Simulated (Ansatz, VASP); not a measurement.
One calculation of TaTeSe, two programs

```
CELL_PARAMETERS angstrom
3.59065 0.00000 0.00000
-1.79532 3.10959 0.00000
0.00000 0.00000 30.76819
ATOMIC_POSITIONS crystal
Ta 0.66667 0.33333 0.29170
Te 0.33333 0.66667 0.35370
Se 0.33333 0.66667 0.24024
```

Alike in both runs: task single point; functional PBE; k mesh 6 × 6 × 1; occupations gaussian, width 0.1 eV; collinear spin.

```csv
,VASP,Ansatz
version,VASP 6.6.1,Ansatz 0.2.0
potentials or method,"VASP PAW PBE potentials, release 64 (Ta_pv, Te, Se), cutoff 520 eV","scalar-relativistic, plane waves, PAW"
valence electrons in the cell,23,45
```

Ansatz gave:

```
gap on the k mesh at the Fermi level (eV)                     : none
rms of the force components (eV/Å)                            : 0.013
net moment per atom (μB)                                      : 0.16
size of the moment on the site where the two differ most (μB) : 0.22
```

Estimate VASP's values.

gap on the k mesh at the Fermi level (eV): none; rms of the force components (eV/Å): 0.015; net moment per atom (μB): 0.16; size of the moment on the site where the two differ most (μB): 0.27.

Site moments also hang on the region over which each program counts them. Atom by atom the forces differ by 0.011 eV/Å (rms over components). A gap of «none» marks a metal or a gap that the smearing closes. With one functional, cell and mesh, what is left measures potentials, basis and numerics. VASP's potentials hold 23 valence electrons a cell and Ansatz's 45, so a difference there can come from the potentials and not from the codes.

Neither program's run includes spin-orbit coupling.
